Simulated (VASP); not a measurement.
# ScGa3P2 (P6/mmm) in VASP: single point with PBE

Aim: the single point of ScGa3P2 with PBE.

Program: VASP 6.6.1. These are calculated values, not measurements. Logs are shortened: lines on timing, memory, paths and dates and some standing lists are left out, and cuts for length are marked.

**1. The cell of the first run**

It takes space group P6/mmm (No. 191, hexagonal). The conventional cell has a = 5.156 Å, b = 5.156 Å, c = 4.742 Å, α = 90.00°, β = 90.00°, γ = 120.00°. Sc (site symmetry 6/mmm) has 6 P at 2.98 Å and 12 Ga at 3.50 Å within 3.9 Å. Ga (site symmetry mmm) has 4 Ga at 2.58 Å and 4 P at 2.80 Å and 4 Sc at 3.50 Å within 3.6 Å. Within 3.7 Å of P (site symmetry -6m2) lie 6 Ga at 2.80 Å and 3 P at 2.98 Å and 3 Sc at 2.98 Å.

The cell was generated, and may not be a known phase.

**2. Single point, PBE, collinear spin**

INCAR

```
  PREC = Accurate
  ENCUT = 520
  EDIFF = 1E-6
  ISMEAR = 0
  SIGMA = 0.1
  LREAL = F
  LASPH = T
  NELM = 150
  ALGO = Normal
  ISIF = 2
  LWAVE = F
  LCHARG = F
  ISPIN = 2
  MAGMOM = 1 0 0 0 0 0
  LORBIT = 11
  LMAXMIX = 4
  GGA = PE
  NBANDS = 43
```

KPOINTS

```
regular mesh
0
Gamma
  6 6 4
```

POSCAR

```
ScGa3P2
1.0
    5.1556668955      0.0000000000      0.0000000000
   -2.5778334478      4.4649385050      0.0000000000
    0.0000000000      0.0000000000      4.7419330550
Sc Ga P
1 3 2
Direct
    0.0000000000      0.0000000000      0.0000000000
    0.5000000000      0.0000000000      0.5000000000
    0.0000000000      0.5000000000      0.5000000000
    0.5000000000      0.5000000000      0.5000000000
    0.6666666667      0.3333333333      0.0000000000
    0.3333333333      0.6666666667      0.0000000000
```

Potentials or basis: VASP PAW PBE potentials, release 64 (Sc_sv, Ga_d, P).

On the command line:

```
> cat potpaw_PBE.64/Sc_sv/POTCAR potpaw_PBE.64/Ga_d/POTCAR potpaw_PBE.64/P/POTCAR > POTCAR
> mpirun -np 1 vasp_std > vasp.out
```

OUTCAR:

```text
PREC = Accurate
   ENCUT = 520
   EDIFF = 1E-6
   ISMEAR = 0
   LREAL = F
   LASPH = T
   NELM = 150
   ISIF = 2
   ISPIN = 2
   LORBIT = 11
   GGA = PE

 ion  position               nearest neighbor table
   1  0.000  0.000  0.000-   5 2.98   6 2.98   5 2.98   6 2.98   5 2.98   6 2.98
   2  0.500  0.000  0.500-   3 2.58   3 2.58   4 2.58   4 2.58   5 2.80   6 2.80   5 2.80   6 2.80

   3  0.000  0.500  0.500-   4 2.58   4 2.58   2 2.58   2 2.58   5 2.80   6 2.80   5 2.80   6 2.80

   4  0.500  0.500  0.500-   3 2.58   3 2.58   2 2.58   2 2.58   5 2.80   6 2.80   5 2.80   6 2.80

   5  0.667  0.333  0.000-   3 2.80   3 2.80   2 2.80   2 2.80   4 2.80   4 2.80   1 2.98   1 2.98
                             1 2.98
   6  0.333  0.667  0.000-   3 2.80   3 2.80   2 2.80   2 2.80   4 2.80   4 2.80   1 2.98   1 2.98
                             1 2.98

  LATTYP: Found a hexagonal cell.
 ALAT       =     5.1556668955
 C/A-ratio  =     0.9197516347

  Lattice vectors:

 A1 = (   5.1556668955,   0.0000000000,   0.0000000000)
 A2 = (  -2.5778334478,   4.4649385050,   0.0000000000)
 A3 = (   0.0000000000,   0.0000000000,   4.7419330550)

Analysis of symmetry for initial positions (statically):
=====================================================================
 Subroutine PRICEL returns:
 Original cell was already a primitive cell.

 Routine SETGRP: Setting up the symmetry group for a
 hexagonal supercell.

 Subroutine GETGRP returns: Found 24 space group operations
 (whereof 24 operations were pure point group operations)
 out of a pool of 24 trial point group operations.

The static configuration has the point symmetry D_6h.

Analysis of symmetry for dynamics (positions and initial velocities):
=====================================================================
 Subroutine PRICEL returns:
 Original cell was already a primitive cell.

 Routine SETGRP: Setting up the symmetry group for a
 hexagonal supercell.

 Subroutine GETGRP returns: Found 24 space group operations
 (whereof 24 operations were pure point group operations)
 out of a pool of 24 trial point group operations.

The dynamic configuration has the point symmetry D_6h.

Analysis of structural, dynamic, and magnetic symmetry:
=====================================================================
 Subroutine PRICEL returns:
 Original cell was already a primitive cell.

 Routine SETGRP: Setting up the symmetry group for a
 hexagonal supercell.

 Subroutine GETGRP returns: Found 24 space group operations
[... 144 lines left out ...]
   NGX = 19   NGY = 19   NGZ = 17

 number of electron      60.0000004 magnetization      -0.0000033

 number of electron      60.0000004 magnetization       0.0001431

 Free energy of the ion-electron system (eV)
  ---------------------------------------------------
  ext. energy  EPLUGINS =         0.00000000
  ---------------------------------------------------
  free energy    TOTEN  =       -25.86200441 eV

  energy without entropy =      -25.84127969  energy(sigma->0) =      -25.85164205

 E-fermi :   6.5641     XC(G=0): -10.8528

 val. band max:        6.5240755766   @ k =   0.3333   0.0000   0.2500
 cond. band min:       6.5887097904   @ k =   0.1667   0.0000   0.0000
 fundamental gap:      0.0646342138
 Fermi energy:         6.5640793452

 spin component 1

 k-point     1 :       0.0000    0.0000    0.0000
  band No.  band energies     occupation
      1     -44.0116      1.00000
      2     -22.7866      1.00000
      3     -22.5218      1.00000
      4     -22.5218      1.00000
      5      -9.1832      1.00000
      6      -8.9916      1.00000
[... 934 lines left out ...]
     41      10.4605      0.00000
     42      13.2945      0.00000
 Fermi energy:         6.5640793452

 spin component 2

 k-point     1 :       0.0000    0.0000    0.0000
  band No.  band energies     occupation
      1     -44.0116      1.00000
      2     -22.7865      1.00000
      3     -22.5217      1.00000
      4     -22.5217      1.00000
      5      -9.1832      1.00000
      6      -8.9916      1.00000
[... 934 lines left out ...]
     41      10.4605      0.00000
     42      13.2967      0.00000
 [bands above 42 left out]

------------------------ aborting loop because EDIFF is reached ----------------------------------------

  FORCE on cell =-STRESS in cart. coord.  units (eV):
  Direction    XX          YY          ZZ          XY          YZ          ZX
  --------------------------------------------------------------------------------------
  -------------------------------------------------------------------------------------
  Total        0.0673562      0.0673562      0.1829920     -0.0000000      0.0000000      0.0000000
  in kB        0.9886271      0.9886271      2.6858826     -0.0000000      0.0000000      0.0000000
  external PRESSURE =       1.5543789 kB  Pullay stress =       0.0000000 kB

 VOLUME and BASIS-vectors are now :
 -----------------------------------------------------------------------------
  energy-cutoff  :      520.00
  volume of cell :      109.16
      direct lattice vectors                 reciprocal lattice vectors
     5.155666895  0.000000000  0.000000000     0.193961328  0.111983625  0.000000000
    -2.577833448  4.464938505  0.000000000     0.000000000  0.223967250  0.000000000
     0.000000000  0.000000000  4.741933055     0.000000000  0.000000000  0.210884462

 POSITION                                       TOTAL-FORCE (eV/Angst)
 -----------------------------------------------------------------------------------
      0.00000      0.00000      0.00000         0.000000      0.000000      0.000000
      2.57783      0.00000      2.37097         0.000000      0.000000      0.000000
     -1.28892      2.23247      2.37097         0.000000      0.000000      0.000000
      1.28892      2.23247      2.37097         0.000000      0.000000      0.000000
      2.57783      1.48831      0.00000        -0.000000     -0.000000     -0.000000
     -0.00000      2.97663      0.00000         0.000000      0.000000      0.000000
 -----------------------------------------------------------------------------------
    total drift:                               -0.000000      0.000000     -0.000000

  FREE ENERGIE OF THE ION-ELECTRON SYSTEM (eV)
  ---------------------------------------------------
  free  energy   TOTEN  =       -25.8620044066 eV

  energy  without entropy=      -25.8412796911  energy(sigma->0) =      -25.85164205

 total charge

# of ion       s       p       d       tot
------------------------------------------
    1        2.138   6.072   0.980   9.190
    2        0.969   0.676   9.996  11.640
    3        0.969   0.676   9.996  11.640
    4        0.969   0.676   9.996  11.640
    5        1.121   1.281   0.000   2.402
    6        1.121   1.281   0.000   2.402
--------------------------------------------------
tot          7.287  10.661  30.967  48.915

 magnetization (x)

# of ion       s       p       d       tot
------------------------------------------
    1        0.000   0.000   0.000   0.000
    2        0.000   0.000   0.000   0.000
    3        0.000   0.000   0.000   0.000
    4        0.000   0.000   0.000   0.000
    5        0.000   0.000   0.000   0.000
    6        0.000   0.000   0.000   0.000
--------------------------------------------------
tot          0.000   0.000   0.000   0.000
```

OSZICAR:

```text
N       E                     dE             d eps       ncg     rms          rms(c)
DAV:   1     0.562148290952E+03    0.56215E+03   -0.26027E+04  3783   0.214E+03
DAV:   2     0.542752342435E+02   -0.50787E+03   -0.48705E+03  3612   0.577E+02
DAV:   3    -0.235798237795E+02   -0.77855E+02   -0.74011E+02  4297   0.174E+02
DAV:   4    -0.282774415441E+02   -0.46976E+01   -0.45905E+01  4933   0.431E+01
DAV:   5    -0.284217117354E+02   -0.14427E+00   -0.14381E+00  4877   0.805E+00    0.991E+00
DAV:   6    -0.258834547093E+02    0.25383E+01   -0.38991E+00  4932   0.154E+01    0.389E+00
DAV:   7    -0.259021858486E+02   -0.18731E-01   -0.56058E-01  4752   0.435E+00    0.238E+00
DAV:   8    -0.258719055451E+02    0.30280E-01   -0.95058E-02  5265   0.200E+00    0.110E+00
DAV:   9    -0.258628791184E+02    0.90264E-02   -0.49169E-02  4832   0.145E+00    0.342E-01
DAV:  10    -0.258622089827E+02    0.67014E-03   -0.69750E-03  4940   0.563E-01    0.207E-01
DAV:  11    -0.258619745367E+02    0.23445E-03   -0.79346E-04  5392   0.185E-01    0.106E-01
DAV:  12    -0.258620101794E+02   -0.35643E-04   -0.15010E-04  5322   0.827E-02    0.372E-02
DAV:  13    -0.258620086263E+02    0.15531E-05   -0.26749E-05  4525   0.263E-02    0.158E-02
DAV:  14    -0.258620042662E+02    0.43601E-05   -0.15331E-05  4418   0.276E-02    0.581E-03
DAV:  15    -0.258620044066E+02   -0.14042E-06   -0.10560E-06  3060   0.524E-03
   1 F= -.25862004E+02 E0= -.25851642E+02  d E =-.207247E-01  mag=     0.0001
```

stdout:

```text
POSCAR found type information on POSCAR ScGaP
 POSCAR found :  3 types and       6 ions
 scaLAPACK will be used
 LDA part: xc-table for (Slater+PW92), standard interpolation
 POSCAR, INCAR and KPOINTS ok, starting setup
 FFT: planning ... GRIDC
 FFT: planning ... GRID_SOFT
 FFT: planning ... GRID
 WAVECAR not read
 entering main loop
```

It took 4.8 min on 1 thread of Intel Xeon Platinum 8259CL at 2.50GHz (Skylake/Cascade Lake), shared host; peak memory 0.36 GiB.

Results:

* Free energy: -25.8620 eV
* Pressure: 0.2 GPa
* Band gap on the k mesh: zero (filled and empty bands overlap)
* Net moment: 0.00 μB per cell
* Valence electrons inside the program's atomic spheres: Sc 9.19; Ga 11.64; P 2.40

Stress tensor (GPa, compression positive):
```
0.10 0.00 0.00
0.00 0.10 0.00
0.00 0.00 0.27
```

The gap in the log of VASP goes by the Fermi energy; the results here count the filled bands.